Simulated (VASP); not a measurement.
Sb: single point with HSE06

Sb:

```
Sb
1.0
     3.35453    0.00000    0.00000
    -1.67727    2.90511    0.00000
     0.00000    0.00000    5.47016
Sb
2
Direct
  0.66667 0.33333 0.75000
  0.33333 0.66667 0.25000
```

```
Program                            : VASP 6.6.1
Task                               : single point
Functional                         : HSE06
Potentials or basis                : VASP PAW PBE potentials, release 64 (Sb)
Cutoff                             : 520 eV
k mesh                             : 5 × 5 × 3
Occupations                        : fermi-dirac, width 0.05 eV
Spin                               : no spin polarisation
Dipole correction                  : no
Grid for exact exchange (PRECFOCK) : Normal
Further INCAR settings             : ALGO = Normal; EDIFF = 1e-07; NBANDS = 12
Screening parameter                : 0.2079 1/Å
```

```json
{
 "Pressure": "-2.9 GPa",
 "Band gap on the k mesh": "zero (band 5 reaches 13.08 eV, above the bottom of band 6 at 6.52 eV)"
}
```

Stress tensor (GPa, compression positive):
```
-4.74  0.00  0.00
 0.00 -4.74  0.00
 0.00  0.00  0.73
```

Levels at points of the mesh, in eV from the Fermi level:
```
           k point  band 2  band 3  band 4  band 5  band 6  band 7  band 8  band 9
(0.00, 0.00, 0.00)  -10.18   -6.64    4.17    4.17    5.97    5.97    6.27    8.43
```

Wall time 6.9 min on 1 thread of Intel(R) Xeon(R) Platinum 8488C (Sapphire Rapids), on a shared host, peak memory 0.27 GiB.

Caveat: the k points lie up to 0.43 Å⁻¹ apart; the PAW data sets were made with another functional, which shifts forces and pressure a little; spin-orbit coupling is left out, which moves the levels of the heavy elements.
